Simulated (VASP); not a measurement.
# Cu (I4/mmm) in VASP: notebook, part 2 of 2

VASP 6.6.1. Earlier steps stand in the parts before.

## (4) Single point, LDA

INCAR

```
SYSTEM = Cu
  PREC = Accurate
  ENCUT = 820
  EDIFF = 1E-6
  ISMEAR = -1
  SIGMA = 0.05
  LREAL = .False.
  LASPH = .True.
  NELM = 120
  ALGO = Normal
  ISIF = 2
  LWAVE = .False.
  LCHARG = .False.
  NBANDS = 16
  GGA_COMPAT = .False.
```

KPOINTS

```
regular mesh
0
Gamma
  13 13 13
  0 0 0
```

POSCAR

```
Cu
1.0
   -1.4427933200      1.4427933200      1.3760814500
    1.4427933200     -1.4427933200      1.3760814500
    1.4427933200      1.4427933200     -1.3760814500
Cu
1
Direct
    0.0000000000      0.0000000000      0.0000000000
```

Potentials or basis: VASP PAW LDA potentials, release 64 (Cu_sv_GW).

Launch:

```console
cat potpaw_LDA.64/Cu_sv_GW/POTCAR > POTCAR
mpirun -np 1 vasp_std > vasp.out
```

OUTCAR:

```text
SYSTEM = Cu
   PREC = Accurate
   ENCUT = 820
   EDIFF = 1E-6
   ISMEAR = -1
   LREAL = .False.
   LASPH = .True.
   NELM = 120
   ISIF = 2

 ion  position               nearest neighbor table
   1  0.000  0.000  0.000-

  LATTYP: Found a body centered tetragonal cell.
 ALAT       =     2.8855866400
 C/A-ratio  =     0.9537620052

  Lattice vectors:

 A1 = (  -1.4427933200,   1.4427933200,   1.3760814500)
 A2 = (   1.4427933200,  -1.4427933200,   1.3760814500)
 A3 = (   1.4427933200,   1.4427933200,  -1.3760814500)

Analysis of symmetry for initial positions (statically):
=====================================================================
 Subroutine PRICEL returns:
 Original cell was already a primitive cell.

 Routine SETGRP: Setting up the symmetry group for a
 body centered tetragonal supercell.

 Subroutine GETGRP returns: Found 16 space group operations
 (whereof 16 operations were pure point group operations)
 out of a pool of 16 trial point group operations.

The static configuration has the point symmetry D_4h.

Analysis of symmetry for dynamics (positions and initial velocities):
=====================================================================
 Subroutine PRICEL returns:
 Original cell was already a primitive cell.

 Routine SETGRP: Setting up the symmetry group for a
 body centered tetragonal supercell.

 Subroutine GETGRP returns: Found 16 space group operations
 (whereof 16 operations were pure point group operations)
 out of a pool of 16 trial point group operations.

The dynamic configuration has the point symmetry D_4h.

 Subroutine INISYM returns: Found 16 space group operations
 (whereof 16 operations are pure point group operations),
 and found     1 'primitive' translations

----------------------------------------------------------------------------------------

                                     Primitive cell

[... 103 lines left out ...]
   ISMEAR =    -1;   SIGMA  =   0.05  broadening in eV -4-tet -1-fermi 0-gaus
   EFERMI_NEDOS =   21; number of points for ismear=-14 and -15
   IALGO  =     38    algorithm
   IMIX   =      4    mixing-type and parameters
     AMIX     =   0.40;   BMIX     =  1.00
     AMIX_MAG =   1.60;   BMIX_MAG =  1.00
  volume/ion in A,a.u.               =      11.46        77.32
  Fermi-wavevector in a.u.,A,eV,Ry     =   1.937709  3.661739 51.086019  3.754716
  Thomas-Fermi vector in A             =   2.968234
   LORBIT       =      0    0 simple, 1 ext, 2 COOP (PROOUT), +10 PAW based schemes
   GGA     = CA    functional components
   LHFCALC =     F    Hartree Fock is set to
   AEXX    =    0.0000 exact exchange contribution
   IVDW    =     0    specifies the selected vdW correction
   LEPSILON=     F    determine dielectric tensor
   LRPA    =     F    only Hartree local field effects (RPA)
 non-spin polarized calculation
  energy-cutoff  :      820.00
  volume of cell :       11.46
 maximum number of plane-waves:       625
   NGX = 11   NGY = 11   NGZ = 11

 number of electron      19.0000004 magnetization

 Free energy of the ion-electron system (eV)
  ---------------------------------------------------
  ext. energy  EPLUGINS =         0.00000000
  ---------------------------------------------------
  free energy    TOTEN  =        -4.81461496 eV

  energy without entropy =       -4.81195931  energy(sigma->0) =       -4.81328714

 E-fermi :   7.5170     XC(G=0): -14.0192

 val. band max:        7.4941870187   @ k =  -0.3077   0.4615   0.0769
 cond. band min:       7.5320310479   @ k =  -0.2308   0.4615   0.0769
 fundamental gap:      0.0378440292
 Fermi energy:         7.5170495530

 k-point     1 :       0.0000    0.0000    0.0000
  band No.  band energies     occupation
      1    -103.9963      2.00000
      2     -61.8873      2.00000
      3     -61.8835      2.00000
      4     -61.8835      2.00000
      5      -2.0613      2.00000
      6       4.2237      2.00000
[... 433 lines left out ...]
      3     -61.9384      2.00000
      4     -61.8951      2.00000
      5       2.6854      2.00000
      6       3.5967      2.00000
[... 8 lines left out ...]
     15      36.9931      0.00000
     16      39.4579      0.00000

 [... further k-points ...]

------------------------ aborting loop because EDIFF is reached ----------------------------------------

  FORCE on cell =-STRESS in cart. coord.  units (eV):
  Direction    XX          YY          ZZ          XY          YZ          ZX
  --------------------------------------------------------------------------------------
  -------------------------------------------------------------------------------------
  Total       -0.5707322     -0.5707322     -0.5926190      0.0000000     -0.0000000      0.0000000
  in kB      -79.8050839    -79.8050839    -82.8655053      0.0000000     -0.0000000      0.0000000
  external PRESSURE =     -80.8252244 kB  Pullay stress =       0.0000000 kB

 VOLUME and BASIS-vectors are now :
 -----------------------------------------------------------------------------
  energy-cutoff  :      820.00
  volume of cell :       11.46
      direct lattice vectors                 reciprocal lattice vectors
    -1.442793320  1.442793320  1.376081450     0.000000000  0.346549983  0.363350585
     1.442793320 -1.442793320  1.376081450     0.346549983  0.000000000  0.363350585
     1.442793320  1.442793320 -1.376081450     0.346549983  0.346549983  0.000000000

 POSITION                                       TOTAL-FORCE (eV/Angst)
 -----------------------------------------------------------------------------------
      0.00000      0.00000      0.00000         0.000000      0.000000      0.000000
 -----------------------------------------------------------------------------------
    total drift:                               -0.000000      0.000000      0.000000

  FREE ENERGIE OF THE ION-ELECTRON SYSTEM (eV)
  ---------------------------------------------------
  free  energy   TOTEN  =        -4.8146149565 eV

  energy  without entropy=       -4.8119593138  energy(sigma->0) =       -4.81328714
```

Run time: 84 s. Hardware: 1 thread of AMD EPYC 7R43 (Zen 3), shared host; peak memory 0.17 GiB.

Results:

```yaml
Free_energy: -4.8146 eV
Pressure: -8.1 GPa
Band_gap_on_the_k_mesh: zero (an odd number of electrons rules out a gap without spin polarisation)
```

Caveat: the cell stands under tension.

## (5) The runs side by side

| level | potentials or basis | smearing | gap on the mesh (eV) | pressure (GPa) |
| --- | --- | --- | --- | --- |
| PBE | VASP PAW PBE potentials, release 64 (Cu_sv_GW) | gaussian 0.023 eV | none | 6.3 |
| PBE | VASP PAW PBE potentials, release 64 (Cu_sv_GW) | gaussian 0.016 eV | none | 5.9 |
| LDA | VASP PAW LDA potentials, release 64 (Cu_sv_GW) | fermi-dirac 0.05 eV | none | -8.1 |

Alike in all rows: task single point; no spin polarisation; cell as given; k mesh 13 × 13 × 13; cutoff (eV) 820.

Caveats: the cell stands under pressure (at least some runs); the cell stands under tension (at least some runs).

Absolute energies hang on the potentials; compare differences alone.

The gap in the log of VASP goes by the Fermi energy; the results here count the filled bands.